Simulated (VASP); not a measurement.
# Ge4F in VASP: notebook

Runs on Ge4F. Level: PBE+D3(BJ). Tasks: single point.

All numbers are computed with VASP 6.6.1; they aren't measurements. Logs are shortened: lines on timing, memory, paths and dates and some standing lists are left out, and cuts for length are marked.

**1. The cell of the first run**

The cell holds a slab with vacuum, 5 atoms: a = 4.030 Å, b = 4.030 Å, c = 21.642 Å, α = 90.00°, β = 90.00°, γ = 90.00°.

**2. Single point, PBE+D3(BJ)**

INCAR

```
ALGO = Normal
DIPOL = 0.5 0.5 0.336
EDIFF = 1E-7
ENCUT = 520
GGA = PE
IDIPOL = 3
ISIF = 2
ISMEAR = 0
IVDW = 12
LASPH = True
LCHARG = False
LDIPOL = True
LREAL = False
LWAVE = False
NBANDS = 40
NELM = 80
PREC = Accurate
SIGMA = 0.1
```

KPOINTS

```
k-points
0
Gamma
  7 7 1
```

POSCAR

```
Ge4F
1.0
    4.0303587907      0.0000000000      0.0000000000
    0.0000000000      4.0303587907      0.0000000000
    0.0000000000      0.0000000000     21.6416627718
Ge F
4 1
Direct
    0.0000000000      0.5000000000      0.1848286817
    0.0000000000      0.0000000000      0.2506714513
    0.5000000000      0.0000000000      0.3196569899
    0.5000000000      0.5000000000      0.3854446333
    0.7500000000      0.6250000000      0.5379282957
```

Potentials or basis: VASP PAW PBE potentials, release 64 (Ge_d, F).

Command:

```bash
cat potpaw_PBE.64/Ge_d/POTCAR potpaw_PBE.64/F/POTCAR > POTCAR
mpirun -np 1 vasp_std > vasp.out
```

OUTCAR:

```text
EDIFF = 1E-7
   ENCUT = 520
   GGA = PE
   ISIF = 2
   ISMEAR = 0
   IVDW = 12
   LASPH = True
   LREAL = False
   NELM = 80
   PREC = Accurate
 IVDW          = 12

 ion  position               nearest neighbor table
   1  0.000  0.500  0.185-   2 2.47   2 2.47
   2  0.000  0.000  0.251-   1 2.47   1 2.47   3 2.51   3 2.51
   3  0.500  0.000  0.320-   4 2.47   4 2.47   2 2.51   2 2.51
   4  0.500  0.500  0.385-   3 2.47   3 2.47
   5  0.750  0.625  0.538-

  LATTYP: Found a simple tetragonal cell.
 ALAT       =     4.0303587907
 C/A-ratio  =     5.3696615849

  Lattice vectors:

 A1 = (   4.0303587907,   0.0000000000,   0.0000000000)
 A2 = (   0.0000000000,   4.0303587907,   0.0000000000)
 A3 = (   0.0000000000,   0.0000000000,  21.6416627718)

Analysis of symmetry for initial positions (statically):
=====================================================================
 Subroutine PRICEL returns:
 Original cell was already a primitive cell.

 Routine SETGRP: Setting up the symmetry group for a
 simple tetragonal supercell.

 Subroutine GETGRP returns: Found  1 space group operations
 (whereof  1 operations were pure point group operations)
 out of a pool of 16 trial point group operations.

The static configuration has the point symmetry C_1 .

Analysis of symmetry for dynamics (positions and initial velocities):
=====================================================================
 Subroutine PRICEL returns:
 Original cell was already a primitive cell.

 Routine SETGRP: Setting up the symmetry group for a
 simple tetragonal supercell.

 Subroutine GETGRP returns: Found  1 space group operations
 (whereof  1 operations were pure point group operations)
 out of a pool of 16 trial point group operations.

The dynamic configuration has the point symmetry C_1 .

 Subroutine INISYM returns: Found  1 space group operations
 (whereof  1 operations are pure point group operations),
 and found     1 'primitive' translations

----------------------------------------------------------------------------------------

                                     Primitive cell

  volume of cell :     351.5427

  direct lattice vectors                    reciprocal lattice vectors
     4.030358791  0.000000000  0.000000000     0.248116868  0.000000000  0.000000000
     0.000000000  4.030358791  0.000000000     0.000000000  0.248116868  0.000000000
[... 96 lines left out ...]
   ISIF   =      2    stress and relaxation
   ISYM   =      2    0-nonsym 1-usesym 2-fastsym
   POTIM  = 0.5000    time-step for ionic-motion
   TEBEG  =    0.0;   TEEND  =   0.0 temperature during run
   PSTRESS=    0.0 pullay stress
   NELECT =      63.0000    total number of electrons
   NUPDOWN=      -1.0000    fix difference up-down
   EMIN   =  10.00;   EMAX   =-10.00  energy-range for DOS
   EFERMI =   0.00;   METHOD = LEGACY
   ISMEAR =     0;   SIGMA  =   0.10  broadening in eV -4-tet -1-fermi 0-gaus
   EFERMI_NEDOS =   21; number of points for ismear=-14 and -15
   IALGO  =     38    algorithm
   IMIX   =      4    mixing-type and parameters
     AMIX     =   0.40;   BMIX     =  1.00
     AMIX_MAG =   1.60;   BMIX_MAG =  1.00
  volume/ion in A,a.u.               =      70.31       474.47
  Fermi-wavevector in a.u.,A,eV,Ry     =   0.922987  1.744193 11.590876  0.851905
  Thomas-Fermi vector in A             =   2.048574
   LORBIT       =      0    0 simple, 1 ext, 2 COOP (PROOUT), +10 PAW based schemes
   GGA     = PE    functional components
   LHFCALC =     F    Hartree Fock is set to
   AEXX    =    0.0000 exact exchange contribution
   IVDW    =    12    specifies the selected vdW correction
   LEPSILON=     F    determine dielectric tensor
   LRPA    =     F    only Hartree local field effects (RPA)
 non-spin polarized calculation
 Gauss-broadening in eV      SIGMA  =   0.10
  energy-cutoff  :      520.00
  volume of cell :      351.54
 maximum number of plane-waves:      9517
 NGX is ok and might be reduce to    30
   NGX = 15   NGY = 15   NGZ = 81

 number of electron      62.9999906 magnetization

 dipolmoment           0.000000      0.000000      0.502653 electrons x Angstroem

 Free energy of the ion-electron system (eV)
  ---------------------------------------------------
  ext. energy  EPLUGINS =         0.00000000
  ---------------------------------------------------
  free energy    TOTEN  =       -16.56032026 eV

  energy without entropy =      -16.49232516  energy(sigma->0) =      -16.52632271

 E-fermi :  -4.2198     XC(G=0):  -3.8998

 val. band max:       -4.2354154723   @ k =  -0.4286   0.2857   0.0000
 cond. band min:      -4.2124248401   @ k =  -0.4286   0.4286   0.0000
 fundamental gap:      0.0229906321
 Fermi energy:        -4.2198333815

 k-point     1 :       0.0000    0.0000    0.0000
  band No.  band energies     occupation
      1     -28.8330      2.00000
      2     -28.8023      2.00000
      3     -28.7509      2.00000
      4     -28.7430      2.00000
      5     -28.6867      2.00000
      6     -28.5479      2.00000
[... 1021 lines left out ...]
     39       2.1480      0.00000
     40       2.7360      0.00000

 [... further k-points ...]

------------------------ aborting loop because EDIFF is reached ----------------------------------------

 vacuum level on the upper side and lower side of the slab       (xc-potential included)         2.723        -2.739

 Edisp (eV)   -0.88090

 E8    (eV) :    -0.4076

  FORCE on cell =-STRESS in cart. coord.  units (eV):
  Direction    XX          YY          ZZ          XY          YZ          ZX
  --------------------------------------------------------------------------------------
  -------------------------------------------------------------------------------------
  Total      -2.19504     0.48746    -2.55535    -0.06242    -0.26331    -0.41427
  in kB     -10.00401     2.22163   -11.64618    -0.28448    -1.20006    -1.88807
  external pressure =       -6.48 kB  Pullay stress =        0.00 kB

 VOLUME and BASIS-vectors are now :
 -----------------------------------------------------------------------------
  energy-cutoff  :      520.00
  volume of cell :      351.54
      direct lattice vectors                 reciprocal lattice vectors
     4.030358791  0.000000000  0.000000000     0.248116868  0.000000000  0.000000000
     0.000000000  4.030358791  0.000000000     0.000000000  0.248116868  0.000000000
     0.000000000  0.000000000 21.641662772     0.000000000  0.000000000  0.046207170

 POSITION                                       TOTAL-FORCE (eV/Angst)
 -----------------------------------------------------------------------------------
      0.00000      2.01518      4.00000         0.002261      0.008738     -0.091941
      0.00000      0.00000      5.42495         0.007591      0.007736      0.106806
      2.01518      0.00000      6.91791         0.057689     -0.028091      0.042102
      2.01518      2.01518      8.34166         0.023506      0.085320      0.719557
      3.02277      2.51897     11.64166        -0.091047     -0.073702     -0.776524
 -----------------------------------------------------------------------------------
    total drift:                               -0.000026     -0.000017     -0.000855

  FREE ENERGIE OF THE ION-ELECTRON SYSTEM (eV)
  ---------------------------------------------------
  free  energy   TOTEN  =       -17.4412234367 eV

  energy  without entropy=      -17.3732283324  energy(sigma->0) =      -17.40722588

 vacuum level on the upper side and lower side of the slab         6.246         0.646
```

It took 6.2 min on 1 thread of Intel Xeon 6975P-C (Granite Rapids), shared host; peak memory 0.54 GiB.

What came out:

| Property | Result |
| --- | --- |
| Free energy | -17.4412 eV |
| Largest force | 0.785 eV/Å |
| Band gap on the k mesh | zero (an odd number of electrons rules out a gap without spin polarisation) |
| Dispersion energy per atom | -0.176 eV |

Forces on the atoms (eV/Å):
```
Ge   0.002  0.009 -0.092
Ge   0.008  0.008  0.107
Ge   0.058 -0.028  0.042
Ge   0.024  0.085  0.720
F   -0.091 -0.074 -0.777
```

Levels at points of the mesh, in eV from the Fermi level:
```csv
k point,band 28,band 29,band 30,band 31,band 32,band 33,band 34,band 35,band 36,band 37
"(0.00, 0.00, 0.00)",-0.37,-0.33,-0.05,-0.04,0.81,1.29,1.91,2.05,2.40,3.24
```

Caveat: an odd number of electrons without spin polarisation forces a metal; a magnetic or distorted state may lie lower.

**3. Single point, PBE+D3(BJ)**

INCAR

```
PREC = Accurate ; ENCUT = 520
EDIFF = 1E-6 ; ISMEAR = 0
SIGMA = 0.1 ; LREAL = F
LASPH = T ; NELM = 60
ALGO = Normal ; ISIF = 2
LWAVE = F ; LCHARG = F
LDIPOL = T ; IDIPOL = 3
DIPOL = 0.5 0.5 0.336 ; GGA = PE
IVDW = 12 ; NBANDS = 40
```

KPOINTS

```
Automatic mesh
0
Gamma
  7 7 1
```

POSCAR: that of step 2 with these lines changed.

```diff
@@ -12,2 +12,2 @@
     0.5000000000      0.5000000000      0.3854446333
-    0.7500000000      0.6250000000      0.5379282957
+    0.7500000000      0.8750000000      0.5379282957
```

Potentials or basis: VASP PAW PBE potentials, release 64 (Ge_d, F).

Command:

```bash
cat potpaw_PBE.64/Ge_d/POTCAR potpaw_PBE.64/F/POTCAR > POTCAR
mpirun -np 1 vasp_std > vasp.out
```

OUTCAR:

```text
PREC = Accurate
   ENCUT = 520
   EDIFF = 1E-6
   ISMEAR = 0
   LREAL = F
   LASPH = T
   NELM = 60
   ISIF = 2
   GGA = PE
   IVDW = 12
 IVDW          = 12

 ion  position               nearest neighbor table
   1  0.000  0.500  0.185-   2 2.47   2 2.47
   2  0.000  0.000  0.251-   1 2.47   1 2.47   3 2.51   3 2.51
   3  0.500  0.000  0.320-   4 2.47   4 2.47   2 2.51   2 2.51
   4  0.500  0.500  0.385-   3 2.47   3 2.47
   5  0.750  0.875  0.538-

  LATTYP: Found a simple tetragonal cell.
 ALAT       =     4.0303587907
 C/A-ratio  =     5.3696615849

  Lattice vectors:

 A1 = (   4.0303587907,   0.0000000000,   0.0000000000)
 A2 = (   0.0000000000,   4.0303587907,   0.0000000000)
 A3 = (   0.0000000000,   0.0000000000,  21.6416627718)

Analysis of symmetry for initial positions (statically):
=====================================================================
 Subroutine PRICEL returns:
 Original cell was already a primitive cell.

 Routine SETGRP: Setting up the symmetry group for a
 simple tetragonal supercell.

 Subroutine GETGRP returns: Found  1 space group operations
[... 180 lines left out ...]
 k-point     1 :       0.0000    0.0000    0.0000
  band No.  band energies     occupation
      1     -28.7919      2.00000
      2     -28.7581      2.00000
      3     -28.7106      2.00000
      4     -28.6964      2.00000
      5     -28.6407      2.00000
      6     -28.5608      2.00000
[... 1021 lines left out ...]
     39       2.1573      0.00000
     40       2.7504      0.00000

 [... further k-points ...]

------------------------ aborting loop because EDIFF is reached ----------------------------------------

 vacuum level on the upper side and lower side of the slab       (xc-potential included)         2.728        -2.750

 Edisp (eV)   -0.88091

 E8    (eV) :    -0.4075

  FORCE on cell =-STRESS in cart. coord.  units (eV):
  Direction    XX          YY          ZZ          XY          YZ          ZX
  --------------------------------------------------------------------------------------
  -------------------------------------------------------------------------------------
  Total      -2.05465     0.17548    -1.82062    -0.06550    -0.27500    -0.22024
  in kB      -9.36420     0.79974    -8.29759    -0.29853    -1.25331    -1.00375
  external pressure =       -5.62 kB  Pullay stress =        0.00 kB

 VOLUME and BASIS-vectors are now :
 -----------------------------------------------------------------------------
  energy-cutoff  :      520.00
  volume of cell :      351.54
      direct lattice vectors                 reciprocal lattice vectors
     4.030358791  0.000000000  0.000000000     0.248116868  0.000000000  0.000000000
     0.000000000  4.030358791  0.000000000     0.000000000  0.248116868  0.000000000
     0.000000000  0.000000000 21.641662772     0.000000000  0.000000000  0.046207170

 POSITION                                       TOTAL-FORCE (eV/Angst)
 -----------------------------------------------------------------------------------
      0.00000      2.01518      4.00000        -0.002751      0.010303     -0.075176
      0.00000      0.00000      5.42495         0.009324      0.008669      0.081803
      2.01518      0.00000      6.91791         0.030873     -0.031081      0.011289
      2.01518      2.01518      8.34166         0.011336      0.087618      0.550402
      3.02277      3.52656     11.64166        -0.048782     -0.075508     -0.568318
 -----------------------------------------------------------------------------------
    total drift:                               -0.000046     -0.000002     -0.001983

  FREE ENERGIE OF THE ION-ELECTRON SYSTEM (eV)
  ---------------------------------------------------
  free  energy   TOTEN  =       -17.3462946361 eV

  energy  without entropy=      -17.2671115500  energy(sigma->0) =      -17.30670309

 vacuum level on the upper side and lower side of the slab         6.252         0.634
```

Wall time 6.6 min (1 thread of Intel Xeon 6975P-C (Granite Rapids), shared host); peak memory 0.54 GiB.

What came out:

- Free energy: -17.3463 eV
- Largest force: 0.575 eV/Å
- Band gap on the k mesh: zero (an odd number of electrons rules out a gap without spin polarisation)
- Dispersion energy per atom: -0.176 eV

Forces on the atoms (eV/Å):
```
Ge  -0.003  0.010 -0.075
Ge   0.009  0.009  0.082
Ge   0.031 -0.031  0.011
Ge   0.011  0.088  0.550
F   -0.049 -0.076 -0.568
```

Caveat: an odd number of electrons without spin polarisation forces a metal; a magnetic or distorted state may lie lower.

**4. Single point, PBE+D3(BJ)**

INCAR

```
SYSTEM = Ge4F
ALGO = Normal
DIPOL = 0.5 0.5 0.336
EDIFF = 1E-6
ENCUT = 520
GGA = PE
IDIPOL = 3
ISIF = 2
ISMEAR = 0
IVDW = 12
LASPH = .True.
LCHARG = .False.
LDIPOL = .True.
LREAL = .False.
LWAVE = .False.
NBANDS = 40
NELM = 60
PREC = Accurate
SIGMA = 0.1
```

KPOINTS

```
k-points
0
Gamma
  7 7 1
  0 0 0
```

POSCAR: that of step 3 with these lines changed.

```diff
@@ -12,2 +12,2 @@
     0.5000000000      0.5000000000      0.3854446333
-    0.7500000000      0.8750000000      0.5379282957
+    0.8750000000      0.7500000000      0.5379282957
```

Command:

```bash
cat potpaw_PBE.64/Ge_d/POTCAR potpaw_PBE.64/F/POTCAR > POTCAR
mpirun -np 1 vasp_std > vasp.out
```

Run time: 6 min. Hardware: 1 thread of Intel Xeon 6975P-C (Granite Rapids), shared host; peak memory 0.54 GiB.

It converged, with:

| Item | Value |
| --- | --- |
| Free energy | -17.3626 eV |
| Largest force | 0.609 eV/Å |
| Band gap on the k mesh | zero (an odd number of electrons rules out a gap without spin polarisation) |
| Dispersion energy per atom | -0.176 eV |

Forces on the atoms (eV/Å):
```
Ge  -0.001  0.010 -0.076
Ge   0.006  0.009  0.085
Ge   0.032 -0.032  0.001
Ge   0.012  0.097  0.590
F   -0.049 -0.083 -0.601
```

Levels at points of the mesh, in eV from the Fermi level:
```
           k point  band 30  band 31  band 32  band 33  band 34  band 35
(0.00, 0.00, 0.00)    -0.05    -0.04     0.81     1.30     1.94     2.08
```

Caveat: an odd number of electrons without spin polarisation forces a metal; a magnetic or distorted state may lie lower.

**5. Overview**

| cell | gap on the mesh (eV) | largest force (eV/Å) |
| --- | --- | --- |
| as given, atomic positions A | none | 0.79 |
| as given, atomic positions B | none | 0.58 |
| as given, atomic positions C | none | 0.61 |

Alike in all rows: task single point; level PBE+D3(BJ); potentials or basis VASP PAW PBE potentials, release 64 (Ge_d, F); no spin polarisation; k mesh 7 × 7 × 1; cutoff (eV) 520; smearing gaussian 0.1 eV.

Caveats: an odd number of electrons without spin polarisation forces a metal; a magnetic or distorted state may lie lower.

Total energies depend on the potentials used, so only differences within one code and one set of settings carry meaning.

The gap in the log of VASP goes by the Fermi energy; the results here count the filled bands.